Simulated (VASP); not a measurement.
Wanted: the native input for a VASP 6.6.1 run.

- Task: single point
- Functional: PBE
- Potentials or basis: VASP PAW PBE potentials, release 64 (Na_pv, Y_sv, B)
- Cutoff: 520 eV
- k mesh: 6 × 6 × 6
- Occupations: gaussian, width 0.1 eV
- Spin: no spin polarisation
- Dipole correction: no
- Further INCAR settings: ALGO = Normal; EDIFF = 1e-06; NBANDS = 26

The structure of NaY2B2 lies in POSCAR:

```
NaY2B2
1.0
   -2.4980719493      2.4980719493      3.9217973927
    2.4980719493     -2.4980719493      3.9217973927
    2.4980719493      2.4980719493     -3.9217973927
Na Y B
1 2 2
Direct
    0.0000000000      0.0000000000      0.0000000000
    0.7500000000      0.2500000000      0.5000000000
    0.2500000000      0.7500000000      0.5000000000
    0.3964883262      0.3964883262      0.0000000000
    0.6035116738      0.6035116738      0.0000000000
```

The input as run:

INCAR

```
PREC = Accurate ; ENCUT = 520
EDIFF = 1E-6 ; ISMEAR = 0
SIGMA = 0.1 ; LREAL = F
LASPH = T ; NELM = 60
ALGO = Normal ; ISIF = 2
LWAVE = F ; LCHARG = F
GGA = PE ; NBANDS = 26
```

KPOINTS

```
regular mesh
0
Gamma
  6 6 6
```

Potentials or basis: VASP PAW PBE potentials, release 64 (Na_pv, Y_sv, B).

The run is started by

```sh
$ cat potpaw_PBE.64/Na_pv/POTCAR potpaw_PBE.64/Y_sv/POTCAR potpaw_PBE.64/B/POTCAR > POTCAR
$ mpirun -np 1 vasp_std > vasp.out
```

Results of the run:

| Property | Result |
| --- | --- |
| Pressure | 0.1 GPa |
| Largest force | 0.021 eV/Å |
| Band gap on the k mesh | zero (an odd number of electrons rules out a gap without spin polarisation) |

Wall time 52 s on 1 thread of Intel(R) Xeon(R) 6975P-C (Granite Rapids), with other jobs on the host, peak memory 0.29 GiB.
